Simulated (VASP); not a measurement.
A run of VASP 6.6.1:

INCAR

```
PREC     = Accurate       # precision mode
ENCUT    = 520            # plane-wave cutoff, eV
EDIFF    = 1E-6           # SCF threshold, eV
ISMEAR   = -1             # smearing method
SIGMA    = 0.1            # smearing width, eV
LREAL    = False          # projectors in reciprocal space
LASPH    = True           # aspherical terms in the spheres
NELM     = 150            # most SCF steps
ALGO     = Normal         # electronic algorithm
ISIF     = 2              # what is computed and relaxed
LWAVE    = False          # write WAVECAR
LCHARG   = False          # write CHGCAR
ISPIN    = 2              # spin polarisation
MAGMOM   = 2.5 0 0        # initial moments
LORBIT   = 11             # projections on sites
LMAXMIX  = 4              # l up to which the mixer works
GGA      = PE             # functional
NBANDS   = 20             # bands
```

The input KPOINTS:

```
Automatic mesh
0
Gamma
  7 7 7
```

The input POSCAR:

```
CoSi2
1.0
    0.0000000000      2.6780000000      2.6780000000
    2.6780000000      0.0000000000      2.6780000000
    2.6780000000      2.6780000000      0.0000000000
Co Si
1 2
Direct
    0.0000000000      0.0000000000      0.0000000000
    0.2500000000      0.2500000000      0.2500000000
    0.7500000000      0.7500000000      0.7500000000
```

Potentials or basis: VASP PAW PBE potentials, release 64 (Co, Si).

Command:

```sh
$ cat potpaw_PBE.64/Co/POTCAR potpaw_PBE.64/Si/POTCAR > POTCAR
$ mpirun -np 1 vasp_std > vasp.out
```

Hardware: 1 thread of Intel(R) Xeon(R) 6975P-C (Granite Rapids), on a shared host.

Problem. Estimate the wall time of this run.

Solution. It took 20 s on 1 thread of Intel(R) Xeon(R) 6975P-C (Granite Rapids), on a shared host, peak memory 0.18 GiB. Counts: scf iterations 15, k points 20.
